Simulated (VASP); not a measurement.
# B3As2 (Cmmm) in VASP: a series of runs

The runs below take B3As2 through single point, with PBE.

All numbers are computed with VASP 6.6.1; they aren't measurements. Logs are shortened: lines on timing, memory, paths and dates and some standing lists are left out, and cuts for length are marked.

## (1) The cell of the first run

The structure is orthorhombic, space group Cmmm (No. 65). Conventional cell: a = 4.569 Å, b = 11.112 Å, c = 2.886 Å, α = 90.00°, β = 90.00°, γ = 90.00°. B (site symmetry 2mm) has 3 B at 1.69 to 1.75 Å and 2 As at 2.12 Å within 2.2 Å. Within 2.2 Å of B (site symmetry mmm) lie 4 B at 1.69 Å. Within 2.8 Å of As (site symmetry m2m) lie 2 B at 2.12 Å.

## (2) Single point, PBE

File INCAR:

```
SYSTEM = B3As2
ALGO = Normal ; EDIFF = 1E-7
ENCUT = 520 ; GGA = PE
ISIF = 2 ; ISMEAR = 0
LASPH = .TRUE. ; LCHARG = .FALSE.
LREAL = .FALSE. ; LWAVE = .FALSE.
NBANDS = 18 ; NELM = 100
PREC = Accurate ; SIGMA = 0.1
```

File KPOINTS:

```
k-points
0
G
  4 4 6
  0 0 0
```

File POSCAR:

```
B3As2
1.0
    2.2843277465     -5.5561410198      0.0000000000
    2.2843277465      5.5561410198      0.0000000000
    0.0000000000      0.0000000000      2.8857231960
B As
3 2
Direct
    0.6909994482      0.6909994482      0.5000000000
    0.3090005518      0.3090005518      0.5000000000
    0.5000000000      0.5000000000      0.0000000000
    0.8579115624      0.1420884376      0.5000000000
    0.1420884376      0.8579115624      0.5000000000
```

Potentials or basis: VASP PAW PBE potentials, release 64 (B, As).

Started as:

```bash
> cat potpaw_PBE.64/B/POTCAR potpaw_PBE.64/As/POTCAR > POTCAR
> mpirun -np 1 vasp_std > vasp.out
```

OUTCAR:

```text
SYSTEM = B3As2
   EDIFF = 1E-7
   ENCUT = 520
   GGA = PE
   ISIF = 2
   ISMEAR = 0
   LASPH = .TRUE.
   LREAL = .FALSE.
   NELM = 100
   PREC = Accurate

 ion  position               nearest neighbor table
   1  0.691  0.691  0.500-   3 1.69   3 1.69   2 1.75   5 2.12   4 2.12
   2  0.309  0.309  0.500-   3 1.69   3 1.69   1 1.75   5 2.12   4 2.12
   3  0.500  0.500  0.000-   1 1.69   2 1.69   1 1.69   2 1.69
   4  0.858  0.142  0.500-   1 2.12   2 2.12
   5  0.142  0.858  0.500-   1 2.12   2 2.12

  LATTYP: Found a base centered orthorhombic cell.
 ALAT       =     4.5686554930
 B/A-ratio  =     2.4322871481
 C/A-ratio  =     0.6316351059

  Lattice vectors:

 A1 = (   2.2843277465,  -5.5561410198,   0.0000000000)
 A2 = (   2.2843277465,   5.5561410198,   0.0000000000)
 A3 = (   0.0000000000,   0.0000000000,   2.8857231960)

Analysis of symmetry for initial positions (statically):
=====================================================================
 Subroutine PRICEL returns:
 Original cell was already a primitive cell.

 Routine SETGRP: Setting up the symmetry group for a
 base centered orthorhombic supercell.

 Subroutine GETGRP returns: Found  8 space group operations
 (whereof  8 operations were pure point group operations)
 out of a pool of  8 trial point group operations.

The static configuration has the point symmetry D_2h.

Analysis of symmetry for dynamics (positions and initial velocities):
=====================================================================
 Subroutine PRICEL returns:
 Original cell was already a primitive cell.

 Routine SETGRP: Setting up the symmetry group for a
 base centered orthorhombic supercell.

 Subroutine GETGRP returns: Found  8 space group operations
 (whereof  8 operations were pure point group operations)
 out of a pool of  8 trial point group operations.

The dynamic configuration has the point symmetry D_2h.

 Subroutine INISYM returns: Found  8 space group operations
 (whereof  8 operations are pure point group operations),
 and found     1 'primitive' translations

----------------------------------------------------------------------------------------

                                     Primitive cell

  volume of cell :      73.2515

  direct lattice vectors                    reciprocal lattice vectors
[... 94 lines left out ...]
   LREAL  =      F    real-space projection
   EDIFFG = 0.1E-05   stopping-criterion for IOM
   NSW    =      0    number of steps for IOM
   IBRION =     -1    ionic relax: 0-MD 1-quasi-New 2-CG
   NFREE  =      0    steps in history (QN), initial steepest desc. (CG)
   ISIF   =      2    stress and relaxation
   ISYM   =      2    0-nonsym 1-usesym 2-fastsym
   POTIM  = 0.5000    time-step for ionic-motion
   TEBEG  =    0.0;   TEEND  =   0.0 temperature during run
   PSTRESS=    0.0 pullay stress
   NELECT =      19.0000    total number of electrons
   NUPDOWN=      -1.0000    fix difference up-down
   EMIN   =  10.00;   EMAX   =-10.00  energy-range for DOS
   EFERMI =   0.00;   METHOD = LEGACY
   ISMEAR =     0;   SIGMA  =   0.10  broadening in eV -4-tet -1-fermi 0-gaus
   EFERMI_NEDOS =   21; number of points for ismear=-14 and -15
   IALGO  =     38    algorithm
   IMIX   =      4    mixing-type and parameters
     AMIX     =   0.40;   BMIX     =  1.00
     AMIX_MAG =   1.60;   BMIX_MAG =  1.00
  volume/ion in A,a.u.               =      14.65        98.87
  Fermi-wavevector in a.u.,A,eV,Ry     =   1.044048  1.972965 14.830851  1.090037
  Thomas-Fermi vector in A             =   2.178784
   LORBIT       =      0    0 simple, 1 ext, 2 COOP (PROOUT), +10 PAW based schemes
   GGA     = PE    functional components
   LHFCALC =     F    Hartree Fock is set to
   AEXX    =    0.0000 exact exchange contribution
   IVDW    =     0    specifies the selected vdW correction
   LEPSILON=     F    determine dielectric tensor
   LRPA    =     F    only Hartree local field effects (RPA)
 non-spin polarized calculation
 Gauss-broadening in eV      SIGMA  =   0.10
  energy-cutoff  :      520.00
  volume of cell :       73.25
 maximum number of plane-waves:      1986
 NGX is ok and might be reduce to    48
   NGX = 23   NGY = 23   NGZ = 11

 number of electron      19.0000000 magnetization

 Free energy of the ion-electron system (eV)
  ---------------------------------------------------
  ext. energy  EPLUGINS =         0.00000000
  ---------------------------------------------------
  free energy    TOTEN  =       -27.73295113 eV

  energy without entropy =      -27.73021435  energy(sigma->0) =      -27.73158274

 E-fermi :   4.2463     XC(G=0):  -9.8837

 val. band max:        4.0995909210   @ k =   0.5000  -0.0000   0.0000
 cond. band min:       4.2937817627   @ k =   0.5000   0.5000   0.1667
 fundamental gap:      0.1941908417
 Fermi energy:         4.2462850763

 k-point     1 :       0.0000    0.0000    0.0000
  band No.  band energies     occupation
      1     -10.2291      2.00000
      2      -6.9021      2.00000
      3      -6.2840      2.00000
      4      -2.6994      2.00000
      5      -1.6839      2.00000
      6       0.6470      2.00000
[... 481 lines left out ...]
      5      -1.8614      2.00000
      6       0.1407      2.00000
[... 10 lines left out ...]
     17      10.7606      0.00000
     18      13.4117      0.00000

 [... further k-points ...]

------------------------ aborting loop because EDIFF is reached ----------------------------------------

  FORCE on cell =-STRESS in cart. coord.  units (eV):
  Direction    XX          YY          ZZ          XY          YZ          ZX
  --------------------------------------------------------------------------------------
  -------------------------------------------------------------------------------------
  Total        0.1945780      0.1703620      0.0875732      0.0000000      0.0000000      0.0000000
  in kB        4.2558673      3.7262061      1.9154265      0.0000000      0.0000000      0.0000000
  external PRESSURE =       3.2991666 kB  Pullay stress =       0.0000000 kB

 VOLUME and BASIS-vectors are now :
 -----------------------------------------------------------------------------
  energy-cutoff  :      520.00
  volume of cell :       73.25
      direct lattice vectors                 reciprocal lattice vectors
     2.284327746 -5.556141020  0.000000000     0.218882777 -0.089990516  0.000000000
     2.284327746  5.556141020  0.000000000     0.218882777  0.089990516  0.000000000
     0.000000000  0.000000000  2.885723196     0.000000000  0.000000000  0.346533583

 POSITION                                       TOTAL-FORCE (eV/Angst)
 -----------------------------------------------------------------------------------
      3.15694      0.00000      1.44286        -0.000114     -0.000000      0.000000
      1.41172      0.00000      1.44286         0.000114     -0.000000      0.000000
      2.28433      0.00000      0.00000         0.000000     -0.000000      0.000000
      2.28433     -3.97721      1.44286         0.000000      0.043368      0.000000
      2.28433      3.97721      1.44286         0.000000     -0.043368      0.000000
 -----------------------------------------------------------------------------------
    total drift:                                0.000000      0.000000      0.000000

  FREE ENERGIE OF THE ION-ELECTRON SYSTEM (eV)
  ---------------------------------------------------
  free  energy   TOTEN  =       -27.7329511270 eV

  energy  without entropy=      -27.7302143501  energy(sigma->0) =      -27.73158274
```

OSZICAR:

```text
N       E                     dE             d eps       ncg     rms          rms(c)
DAV:   1     0.497760522586E+02    0.49776E+02   -0.76662E+03  1008   0.875E+02
DAV:   2    -0.276473184878E+02   -0.77423E+02   -0.74030E+02  1348   0.162E+02
DAV:   3    -0.312682692452E+02   -0.36210E+01   -0.35896E+01  1322   0.335E+01
DAV:   4    -0.312940542707E+02   -0.25785E-01   -0.25755E-01  1382   0.306E+00
DAV:   5    -0.312942760073E+02   -0.22174E-03   -0.22170E-03  1260   0.277E-01    0.826E+00
DAV:   6    -0.277632351984E+02    0.35310E+01   -0.89242E+00  1172   0.163E+01    0.344E+00
DAV:   7    -0.277715860307E+02   -0.83508E-02   -0.15027E+00  1186   0.601E+00    0.213E+00
DAV:   8    -0.277337839866E+02    0.37802E-01   -0.84633E-02  1218   0.153E+00    0.550E-01
DAV:   9    -0.277323142601E+02    0.14697E-02   -0.18243E-02  1256   0.796E-01    0.144E-01
DAV:  10    -0.277327479492E+02   -0.43369E-03   -0.18003E-03  1184   0.230E-01    0.686E-02
DAV:  11    -0.277329194783E+02   -0.17153E-03   -0.24774E-04  1196   0.934E-02    0.151E-02
DAV:  12    -0.277329462067E+02   -0.26728E-04   -0.33248E-05  1228   0.338E-02    0.902E-03
DAV:  13    -0.277329511988E+02   -0.49921E-05   -0.83787E-06  1150   0.159E-02    0.306E-03
DAV:  14    -0.277329511270E+02    0.71803E-07   -0.36431E-07  1256   0.298E-03
   1 F= -.27732951E+02 E0= -.27731583E+02  d E =-.273678E-02
```

stdout:

```text
POSCAR found type information on POSCAR B As
 POSCAR found :  2 types and       5 ions
 scaLAPACK will be used
 LDA part: xc-table for (Slater+PW92), standard interpolation
 POSCAR, INCAR and KPOINTS ok, starting setup
 FFT: planning ... GRIDC
 FFT: planning ... GRID_SOFT
 FFT: planning ... GRID
 WAVECAR not read
 entering main loop
```

Run time: 18 s. Hardware: 1 thread of Intel Xeon 6975P-C (Granite Rapids), shared host; peak memory 0.23 GiB.

Results:

| Item | Value |
| --- | --- |
| Free energy | -27.7330 eV |
| Pressure | 0.3 GPa |
| Largest force | 0.043 eV/Å |

Forces on the atoms (eV/Å):
```
B    0.000  0.000  0.000
B    0.000  0.000  0.000
B    0.000  0.000  0.000
As   0.000  0.043  0.000
As   0.000 -0.043  0.000
```

Stress tensor (GPa, compression positive):
```
0.43 0.00 0.00
0.00 0.37 0.00
0.00 0.00 0.19
```

Levels at points of the mesh, in eV from the Fermi level:
```
           k point  band 5  band 6  band 7  band 8  band 9  band 10  band 11  band 12  band 13  band 14
(0.00, 0.00, 0.00)   -5.93   -3.60   -3.42   -3.39    2.24     2.43     4.40     4.73     5.02     5.09
(0.50, 0.00, 0.00)   -5.21   -3.39   -3.22   -1.36   -0.15     2.47     2.50     3.10     5.02     6.04
(0.50, 0.50, 0.00)   -3.83   -3.50   -3.42   -2.62   -0.75     0.27     4.12     4.57     4.92     5.01
(0.00, 0.00, 0.50)   -4.07   -3.88   -3.62   -3.54   -3.35    -1.87    -0.33     1.69     3.82     5.26
(0.50, 0.00, 0.50)   -6.11   -4.11   -3.51   -2.64   -2.15    -1.24     0.24     0.53     5.35     5.36
(0.50, 0.50, 0.50)   -4.38   -4.16   -3.64   -2.81   -1.96    -1.17    -1.06     2.01     3.04     3.69
```

Caveat: the k points lie up to 0.37 Å⁻¹ apart.

## (3) Single point, PBE

This run uses another cell than the first one, of 13.96 Å³/atom, 0.953 times its volume.

File INCAR:

```
SYSTEM = B3As2
ALGO     = Normal         ! electronic algorithm
EDIFF    = 1E-6           ! SCF threshold, eV
ENCUT    = 520            ! plane-wave cutoff, eV
GGA      = PE             ! functional
ISIF     = 2              ! what is computed and relaxed
ISMEAR   = 0              ! smearing method
LASPH    = .True.         ! aspherical terms in the spheres
LCHARG   = .False.        ! write CHGCAR
LREAL    = .False.        ! projectors in reciprocal space
LWAVE    = .False.        ! write WAVECAR
NBANDS   = 18             ! bands
NELM     = 80             ! most SCF steps
PREC     = Accurate       ! precision mode
SIGMA    = 0.1            ! smearing width, eV
```

File KPOINTS:

```
k-points
0
Gamma
  6 6 4
  0 0 0
```

File POSCAR:

```
B3As2
1.0
    2.2352698198     -5.3170105078      0.0000000000
    2.2352698198      5.3170105078      0.0000000000
    0.0000000000      0.0000000000      2.9360182284
B As
3 2
Direct
    0.6922366007      0.6922366007      0.5000000000
    0.3077633993      0.3077633993      0.5000000000
    0.5000000000      0.5000000000      0.0000000000
    0.8481603561      0.1518396439      0.5000000000
    0.1518396439      0.8481603561      0.5000000000
```

Potentials or basis: VASP PAW PBE potentials, release 64 (B, As).

Started as:

```bash
> cat potpaw_PBE.64/B/POTCAR potpaw_PBE.64/As/POTCAR > POTCAR
> mpirun -np 1 vasp_std > vasp.out
```

OUTCAR:

```text
SYSTEM = B3As2
   EDIFF = 1E-6
   ENCUT = 520
   GGA = PE
   ISIF = 2
   ISMEAR = 0
   LASPH = .True.
   LREAL = .False.
   NELM = 80
   PREC = Accurate

 ion  position               nearest neighbor table
   1  0.692  0.692  0.500-   3 1.70   3 1.70   2 1.72   5 2.12   4 2.12
   2  0.308  0.308  0.500-   3 1.70   3 1.70   1 1.72   5 2.12   4 2.12
   3  0.500  0.500  0.000-   1 1.70   2 1.70   1 1.70   2 1.70
   4  0.848  0.152  0.500-   1 2.12   2 2.12
   5  0.152  0.848  0.500-   1 2.12   2 2.12

  LATTYP: Found a base centered orthorhombic cell.
 ALAT       =     4.4705396396
 B/A-ratio  =     2.3786884522
 C/A-ratio  =     0.6567480584

  Lattice vectors:

 A1 = (   2.2352698198,  -5.3170105078,   0.0000000000)
 A2 = (   2.2352698198,   5.3170105078,   0.0000000000)
 A3 = (   0.0000000000,   0.0000000000,   2.9360182284)

Analysis of symmetry for initial positions (statically):
=====================================================================
 Subroutine PRICEL returns:
 Original cell was already a primitive cell.

[... 179 lines left out ...]
 cond. band min:       4.7126399513   @ k =   0.1667   0.0000   0.2500
 fundamental gap:      0.0767624057
 Fermi energy:         4.6407291552

 k-point     1 :       0.0000    0.0000    0.0000
  band No.  band energies     occupation
      1      -9.8887      2.00000
      2      -6.1715      2.00000
      3      -5.8713      2.00000
      4      -1.9856      2.00000
      5      -1.4255      2.00000
      6       0.8479      2.00000
[... 481 lines left out ...]
      5      -0.7070      2.00000
      6       0.9754      2.00000
[... 10 lines left out ...]
     17      13.1071      0.00000
     18      13.6806      0.00000

 [... further k-points ...]

------------------------ aborting loop because EDIFF is reached ----------------------------------------

  FORCE on cell =-STRESS in cart. coord.  units (eV):
  Direction    XX          YY          ZZ          XY          YZ          ZX
  --------------------------------------------------------------------------------------
  -------------------------------------------------------------------------------------
  Total        0.2512780      0.0765668      0.1568852      0.0000000      0.0000000      0.0000000
  in kB        5.7687122      1.7577809      3.6016908      0.0000000      0.0000000      0.0000000
  external PRESSURE =       3.7093947 kB  Pullay stress =       0.0000000 kB

 VOLUME and BASIS-vectors are now :
 -----------------------------------------------------------------------------
  energy-cutoff  :      520.00
  volume of cell :       69.79
      direct lattice vectors                 reciprocal lattice vectors
     2.235269820 -5.317010508  0.000000000     0.223686642 -0.094037806  0.000000000
     2.235269820  5.317010508  0.000000000     0.223686642  0.094037806  0.000000000
     0.000000000  0.000000000  2.936018228     0.000000000  0.000000000  0.340597340

 POSITION                                       TOTAL-FORCE (eV/Angst)
 -----------------------------------------------------------------------------------
      3.09467      0.00000      1.46801        -0.003647     -0.000000     -0.000000
      1.37587      0.00000      1.46801         0.003647     -0.000000      0.000000
      2.23527      0.00000      0.00000         0.000000     -0.000000      0.000000
      2.23527     -3.70234      1.46801        -0.000000      0.026476      0.000000
      2.23527      3.70234      1.46801        -0.000000     -0.026476     -0.000000
 -----------------------------------------------------------------------------------
    total drift:                                0.000000     -0.000000      0.000000

  FREE ENERGIE OF THE ION-ELECTRON SYSTEM (eV)
  ---------------------------------------------------
  free  energy   TOTEN  =       -27.4277418992 eV

  energy  without entropy=      -27.4156648017  energy(sigma->0) =      -27.42170335
```

OSZICAR:

```text
N       E                     dE             d eps       ncg     rms          rms(c)
DAV:   1     0.502661411752E+02    0.50266E+02   -0.78194E+03  1404   0.882E+02
DAV:   2    -0.271149483492E+02   -0.77381E+02   -0.73768E+02  1874   0.164E+02
DAV:   3    -0.308073441670E+02   -0.36924E+01   -0.36447E+01  1830   0.336E+01
DAV:   4    -0.308316529320E+02   -0.24309E-01   -0.24282E-01  1826   0.297E+00
DAV:   5    -0.308318348003E+02   -0.18187E-03   -0.18183E-03  1746   0.252E-01    0.819E+00
DAV:   6    -0.275105126322E+02    0.33213E+01   -0.87339E+00  1624   0.165E+01    0.353E+00
DAV:   7    -0.274668293650E+02    0.43683E-01   -0.13905E+00  1634   0.597E+00    0.224E+00
DAV:   8    -0.274280325908E+02    0.38797E-01   -0.10209E-01  1734   0.158E+00    0.612E-01
DAV:   9    -0.274273601853E+02    0.67241E-03   -0.69939E-03  1744   0.504E-01    0.174E-01
DAV:  10    -0.274276646737E+02   -0.30449E-03   -0.12935E-03  1624   0.216E-01    0.448E-02
DAV:  11    -0.274277162596E+02   -0.51586E-04   -0.12865E-04  1686   0.672E-02    0.184E-02
DAV:  12    -0.274277391174E+02   -0.22858E-04   -0.30416E-05  1672   0.321E-02    0.723E-03
DAV:  13    -0.274277418252E+02   -0.27078E-05   -0.44635E-06  1702   0.130E-02    0.177E-03
DAV:  14    -0.274277418992E+02   -0.74060E-07   -0.66460E-07  1204   0.495E-03
   1 F= -.27427742E+02 E0= -.27421703E+02  d E =-.120771E-01
```

Wall time 24 s (1 thread of Intel Xeon 6975P-C (Granite Rapids), shared host); peak memory 0.24 GiB.

What came out:

```yaml
Free_energy: -27.4277 eV
Pressure: 0.4 GPa
Largest_force: 0.026 eV/Å
```

Forces in eV/Å, atoms in the order of the input:
```
B   -0.004  0.000  0.000
B    0.004  0.000  0.000
B    0.000  0.000  0.000
As   0.000  0.026  0.000
As   0.000 -0.026  0.000
```

Stress tensor (GPa, compression positive):
```
0.58 0.00 0.00
0.00 0.18 0.00
0.00 0.00 0.36
```

Caveat: the k points lie up to 0.54 Å⁻¹ apart.
